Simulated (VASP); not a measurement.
# BaTiO3 in VASP: a series of runs, part 2 of 2

VASP 6.6.1. Earlier steps stand in the parts before.

## (3) Single point, r2SCAN+U (biaxial strain in the a-b plane: -4.5 %)

Input file POSCAR:

```
BaTiO3
1.0
    2.7091988924      1.5641567098      2.2164741114
   -2.7091988924      1.5641567098      2.2164741114
    0.0000000000     -3.3644791520      2.3831353022
Ba Ti O
1 1 3
Direct
   -0.0057755654     -0.0057755654      0.0118189879
    0.4942227804      0.4942227804      0.5285795061
    0.4941934853      0.9942152829      0.4830187870
    0.4942450168      0.4942450168      0.9646649318
    0.9942152829      0.4941934853      0.4830187870
```

Input file INCAR.step1:

```
ALGO     = Normal         # electronic algorithm
EDIFF    = 1E-4           # SCF threshold, eV
ENCUT    = 520            # plane-wave cutoff, eV
GGA      = PE             # functional
ISMEAR   = 0              # smearing method
LASPH    = True           # aspherical terms in the spheres
LCHARG   = False          # write CHGCAR
LDAU     = True           # DFT+U
LDAUJ    = 0 0 0        
LDAUL    = -1 2 -1        # shell
LDAUTYPE = 2            
LDAUU    = 0 4 0          # U, eV
LMAXMIX  = 4              # l up to which the mixer works
LREAL    = False          # projectors in reciprocal space
LWAVE    = True           # write WAVECAR
NBANDS   = 28             # bands
NELM     = 150            # most SCF steps
PREC     = Accurate       # precision mode
SIGMA    = 0.02           # smearing width, eV
```

Input file INCAR.step2:

```
ALGO     = Normal         # electronic algorithm
EDIFF    = 1E-6           # SCF threshold, eV
ENCUT    = 520            # plane-wave cutoff, eV
ISIF     = 2              # what is computed and relaxed
ISMEAR   = 0              # smearing method
ISTART   = 1            
LASPH    = True           # aspherical terms in the spheres
LCHARG   = False          # write CHGCAR
LDAU     = True           # DFT+U
LDAUJ    = 0 0 0        
LDAUL    = -1 2 -1        # shell
LDAUPRINT= 1            
LDAUTYPE = 2            
LDAUU    = 0 4 0          # U, eV
LMAXMIX  = 4              # l up to which the mixer works
LMIXTAU  = True         
LREAL    = False          # projectors in reciprocal space
LWAVE    = False          # write WAVECAR
METAGGA  = R2SCAN         # meta-GGA
NBANDS   = 28             # bands
NELM     = 150            # most SCF steps
PREC     = Accurate       # precision mode
SIGMA    = 0.02           # smearing width, eV
```

Input file KPOINTS:

```
k-points
0
Gamma
  6 6 6
```

Potentials or basis: VASP PAW PBE potentials, release 64 (Ba_sv, Ti_sv, O).

On the command line:

```
> cat potpaw_PBE.64/Ba_sv/POTCAR potpaw_PBE.64/Ti_sv/POTCAR potpaw_PBE.64/O/POTCAR > POTCAR
> cp INCAR.step1 INCAR
> mpirun -np 1 vasp_std > vasp.out
> cp INCAR.step2 INCAR
> mpirun -np 1 vasp_std > vasp.out
```

OUTCAR:

```text
EDIFF = 1E-6
   ENCUT = 520
   ISIF = 2
   ISMEAR = 0
   ISTART = 1
   LASPH = True
   LREAL = False
   METAGGA = R2SCAN
   NELM = 150
   PREC = Accurate

 ion  position               nearest neighbor table
   1  0.994  0.994  0.012-   4 2.72   4 2.72   4 2.72   4 2.72   5 2.73   3 2.73   3 2.73   5 2.73
                             3 2.90   5 2.90   5 2.91   3 2.91   2 3.36   2 3.36   2 3.36   2 3.37
   2  0.494  0.494  0.529-   4 1.80   3 1.93   5 1.93   3 1.93   5 1.93   4 2.33   1 3.36   1 3.36
[... 993 lines left out ...]
  -------------------------------------------------------------------------------------
  Total        9.4137659      7.4786362      8.2397068      0.0000000      1.3482068      0.0000000
  in kB      248.8695948    197.7110095    217.8312592      0.0000000     35.6422364      0.0000000
  external PRESSURE =     221.4706211 kB  Pullay stress =       0.0000000 kB

 VOLUME and BASIS-vectors are now :
 -----------------------------------------------------------------------------
  energy-cutoff  :      520.00
  volume of cell :       60.60
      direct lattice vectors                 reciprocal lattice vectors
     2.709198892  1.564156710  2.216474111     0.184556402  0.106533808  0.150403033
    -2.709198892  1.564156710  2.216474111    -0.184556402  0.106533808  0.150403033
     0.000000000 -3.364479152  2.383135302     0.000000000 -0.198167035  0.139845666

 POSITION                                       TOTAL-FORCE (eV/Angst)
 -----------------------------------------------------------------------------------
      0.00000      3.07048      4.43551         0.000000      0.130905     -0.091557
      0.00000     -0.23231      3.45054         0.000000      1.183300     -0.835292
     -1.35466      0.70300      4.45012        -0.004139      0.025098     -0.016509
      0.00000     -1.69944      4.48989         0.000000     -1.364400      0.959867
      1.35466      0.70300      4.45012         0.004139      0.025098     -0.016509
 -----------------------------------------------------------------------------------
    total drift:                                0.000000      0.001608      0.003076

  FREE ENERGIE OF THE ION-ELECTRON SYSTEM (eV)
  ---------------------------------------------------
  free  energy   TOTEN  =       -71.1508287215 eV

  energy  without entropy=      -71.1508287215  energy(sigma->0) =      -71.15082872
```

OSZICAR.step1:

```text
N       E                     dE             d eps       ncg     rms          rms(c)
DAV:   1     0.448204928639E+03    0.44820E+03   -0.20921E+04  3808   0.157E+03
DAV:   2    -0.416286808066E+01   -0.45237E+03   -0.43251E+03  4468   0.438E+02
DAV:   3    -0.459957703439E+02   -0.41833E+02   -0.41531E+02  5288   0.134E+02
DAV:   4    -0.480394429570E+02   -0.20437E+01   -0.20397E+01  5832   0.247E+01
DAV:   5    -0.480885434429E+02   -0.49100E-01   -0.49093E-01  5088   0.317E+00    0.261E+01
DAV:   6    -0.364700554926E+02    0.11618E+02   -0.53254E+01  5608   0.727E+01    0.977E+00
DAV:   7    -0.367401534259E+02   -0.27010E+00   -0.66227E+00  5012   0.163E+01    0.666E+00
DAV:   8    -0.367586042900E+02   -0.18451E-01   -0.11350E+00  4772   0.961E+00    0.190E+00
DAV:   9    -0.367414372082E+02    0.17167E-01   -0.16419E-01  4868   0.391E+00    0.945E-01
DAV:  10    -0.367421951323E+02   -0.75792E-03   -0.93940E-02  4544   0.207E+00    0.707E-01
DAV:  11    -0.367365912143E+02    0.56039E-02   -0.27908E-02  5596   0.146E+00    0.157E-01
DAV:  12    -0.367364456543E+02    0.14556E-03   -0.19614E-03  4628   0.444E-01    0.380E-02
DAV:  13    -0.367364842255E+02   -0.38571E-04   -0.16095E-04  3316   0.905E-02
   1 F= -.36736484E+02 E0= -.36736484E+02  d E =-.348894E-19
```

Run time: 10 min. Hardware: 1 thread of Oxide Virtual Turin-like, shared host; peak memory 0.22 GiB.

What came out:

```yaml
Free_energy: -71.1508 eV
Pressure: 22.1 GPa
Largest_force: 1.668 eV/Å
Band_gap_on_the_k_mesh: 2.97 eV, indirect (least direct gap 3.56 eV)
```

Forces in eV/Å, atoms in the order of the input:
```
Ba   0.000  0.131 -0.092
Ti   0.000  1.183 -0.835
O   -0.004  0.025 -0.017
O    0.000 -1.364  0.960
O    0.004  0.025 -0.017
```

Stress tensor (GPa, compression positive):
```
24.89  0.00  0.00
 0.00 19.77  3.56
 0.00  3.56 21.78
```

Levels at points of the mesh, in eV from the valence-band top:
```
           k point  band 16  band 17  band 18  band 19  band 20  band 21  band 22  band 23  band 24  band 25
(0.00, 0.00, 0.00)    -1.73    -1.64    -0.92    -0.60    -0.58     2.97     3.41     3.41     4.95     5.00
(0.50, 0.00, 0.00)    -2.34    -2.15    -1.89    -1.65    -1.43     3.58     4.87     4.91     4.91     6.81
(0.50, 0.50, 0.00)    -3.35    -2.20    -0.99    -0.99    -0.06     4.95     4.97     4.97     5.49     8.73
(0.00, 0.00, 0.50)    -2.32    -2.04    -2.03    -0.85    -0.84     3.14     4.63     4.63     5.10     6.90
(0.50, 0.00, 0.50)    -2.93    -2.05    -1.31    -1.22    -0.63     4.66     4.95     5.07     6.00     8.24
(0.50, 0.50, 0.50)    -2.45    -2.44    -0.52    -0.52     0.00     5.37     5.37     5.68     7.06     7.30
```

Eigenvalues of the final occupation matrices:
| site | spin | trace | eigenvalues |
| --- | --- | --- | --- |
| site 2 d | 1 | 0.85 | 0.10 0.11 0.11 0.26 0.26 |
| site 2 d | 2 | 0.85 | 0.10 0.11 0.11 0.26 0.26 |

Caveat: the cell differs from its parent crystal (biaxial strain in the a-b plane: -4.5 %); the PAW data sets were made with another functional, which shifts forces and pressure a little; spin-orbit coupling is left out, which moves the levels of the heavy elements.

## (4) Single point, r2SCAN+U (biaxial strain in the a-b plane: -3.0 %)

Input file POSCAR:

```
BaTiO3
1.0
    2.7517517546      1.5887246162      2.2512878409
   -2.7517517546      1.5887246162      2.2512878409
    0.0000000000     -3.3348930541      2.3623953015
Ba Ti O
1 1 3
Direct
   -0.0057807851     -0.0057807851      0.0045720438
    0.4942149455      0.4942149455      0.5189668045
    0.4942269383      0.9942228808      0.4868027875
    0.4942170204      0.4942170204      0.9739565765
    0.9942228808      0.4942269383      0.4868027875
```

Input file INCAR.step1:

```
PREC     = Accurate       # precision mode
ENCUT    = 520            # plane-wave cutoff, eV
ISMEAR   = 0              # smearing method
SIGMA    = 0.02           # smearing width, eV
LREAL    = False          # projectors in reciprocal space
LASPH    = True           # aspherical terms in the spheres
NELM     = 150            # most SCF steps
LMAXMIX  = 4              # l up to which the mixer works
LDAU     = True           # DFT+U
LDAUTYPE = 2            
LDAUL    = -1 2 -1        # shell
LDAUU    = 0 4 0          # U, eV
LDAUJ    = 0 0 0        
NBANDS   = 28             # bands
GGA      = PE             # functional
ALGO     = Normal         # electronic algorithm
EDIFF    = 1E-4           # SCF threshold, eV
LWAVE    = True           # write WAVECAR
LCHARG   = False          # write CHGCAR
```

Input file INCAR.step2:

```
PREC     = Accurate       # precision mode
ENCUT    = 520            # plane-wave cutoff, eV
EDIFF    = 1E-6           # SCF threshold, eV
ISMEAR   = 0              # smearing method
SIGMA    = 0.02           # smearing width, eV
LREAL    = False          # projectors in reciprocal space
LASPH    = True           # aspherical terms in the spheres
NELM     = 150            # most SCF steps
ALGO     = Normal         # electronic algorithm
ISIF     = 2              # what is computed and relaxed
LWAVE    = False          # write WAVECAR
LCHARG   = False          # write CHGCAR
LMAXMIX  = 4              # l up to which the mixer works
LDAU     = True           # DFT+U
LDAUTYPE = 2            
LDAUL    = -1 2 -1        # shell
LDAUU    = 0 4 0          # U, eV
LDAUJ    = 0 0 0        
LDAUPRINT= 1            
METAGGA  = R2SCAN         # meta-GGA
LMIXTAU  = True         
NBANDS   = 28             # bands
ISTART   = 1
```

Input file KPOINTS:

```
Automatic mesh
0
Gamma
  6 6 6
```

On the command line:

```
> cat potpaw_PBE.64/Ba_sv/POTCAR potpaw_PBE.64/Ti_sv/POTCAR potpaw_PBE.64/O/POTCAR > POTCAR
> cp INCAR.step1 INCAR
> mpirun -np 1 vasp_std > vasp.out
> cp INCAR.step2 INCAR
> mpirun -np 1 vasp_std > vasp.out
```

Run time: 10 min. Hardware: 1 thread of Oxide Virtual Turin-like, shared host; peak memory 0.22 GiB.

The run converged. Its results:

* Free energy: -71.4395 eV
* Pressure: 13.9 GPa
* Largest force: 0.797 eV/Å
* Band gap on the k mesh: 2.84 eV, indirect (least direct gap 3.28 eV)

Forces in eV/Å, atoms in the order of the input:
```
Ba   0.000  0.041 -0.030
Ti   0.000  0.570 -0.399
O   -0.004  0.021 -0.014
O    0.000 -0.653  0.457
O    0.004  0.021 -0.014
```

Stress tensor (GPa, compression positive):
```
16.30  0.00  0.00
 0.00 11.93  3.06
 0.00  3.06 13.56
```

Levels at points of the mesh, in eV from the valence-band top:
```tsv
k point	band 17	band 18	band 19	band 20	band 21	band 22	band 23	band 24
(0.00, 0.00, 0.00)	-1.44	-0.59	-0.45	-0.44	2.84	3.04	3.05	4.63
(0.50, 0.00, 0.00)	-2.01	-1.83	-1.30	-1.14	3.23	4.61	4.67	4.69
(0.50, 0.50, 0.00)	-2.07	-0.92	-0.91	-0.07	4.73	4.73	5.01	5.22
(0.00, 0.00, 0.50)	-1.83	-1.82	-0.85	-0.83	3.00	4.43	4.43	4.73
(0.50, 0.00, 0.50)	-2.01	-1.16	-1.11	-0.40	4.46	4.71	4.96	5.62
(0.50, 0.50, 0.50)	-2.37	-0.29	-0.29	0.00	5.23	5.23	5.44	7.19
```

Eigenvalues of the final occupation matrices:
| site | spin | trace | eigenvalues |
| --- | --- | --- | --- |
| site 2 d | 1 | 0.80 | 0.10 0.10 0.10 0.25 0.25 |
| site 2 d | 2 | 0.80 | 0.10 0.10 0.10 0.25 0.25 |

Caveat: the cell differs from its parent crystal (biaxial strain in the a-b plane: -3.0 %); the PAW data sets were made with another functional, which shifts forces and pressure a little; spin-orbit coupling is left out, which moves the levels of the heavy elements. A k mesh can miss the band edges.

## (5) Overview

```tsv
cell	gap on the mesh (eV)	pressure (GPa)	largest force (eV/Å)
a = 3.954, b = 3.954, c = 4.107 Å, angles 90.0, 90.0, 89.9°, 5 atoms	2.75	6.2	0.58
a = 3.834, b = 3.834, c = 4.123 Å, angles 89.9°, 5 atoms	2.97	22.1	1.67
a = 3.894, b = 3.894, c = 4.087 Å, angles 89.9°, 5 atoms	2.84	13.9	0.80
```

Alike in all rows: task single point; level r2SCAN+U; potentials or basis VASP PAW PBE potentials, release 64 (Ba_sv, Ti_sv, O); no spin polarisation; Ti d U = 4.0 eV; k mesh 6 × 6 × 6; cutoff (eV) 520; smearing gaussian 0.02 eV.

Caveats: the PAW data sets were made with another functional, which shifts forces and pressure a little; spin-orbit coupling is left out, which moves the levels of the heavy elements.

Total energies depend on the potentials used, so only differences within one code and one set of settings carry meaning.
